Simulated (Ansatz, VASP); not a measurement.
# One calculation of V3F, two programs

```
V F
1.0
     2.28800    1.32098    2.89567
    -2.28800    1.32098    2.89567
     0.00000   -2.64196    2.89567
V F
3 1
Direct
  0.25099 0.25099 0.25099
  0.74901 0.74901 0.74901
  0.50000 0.50000 0.50000
  0.00000 0.00000 0.00000
```

Alike in both runs: task relaxation of cell and atoms; functional PBE; k mesh 12 × 12 × 12; occupations gaussian, width 0.1 eV; no spin polarisation.

```csv
,VASP,Ansatz
version,VASP 6.6.1,Ansatz 0.2.0
potentials or method,"VASP PAW PBE potentials, release 64 (V_sv, F), cutoff 600 eV","scalar-relativistic, plane waves, PAW"
valence electrons in the cell,46,46
```

|  | VASP | Ansatz | Ansatz less VASP |
| --- | --- | --- | --- |
| gap on the k mesh at the Fermi level, each at its own relaxed structure (eV) | none | none | - |
| relaxed volume (Å³/atom) | 13.13 | 13.16 | +0.023 |
| relaxed length of the cell vector where the two differ most in proportion (Å) | 3.926 | 3.919 | -0.0070 |

A gap of «none» marks a metal or a gap that the smearing closes.
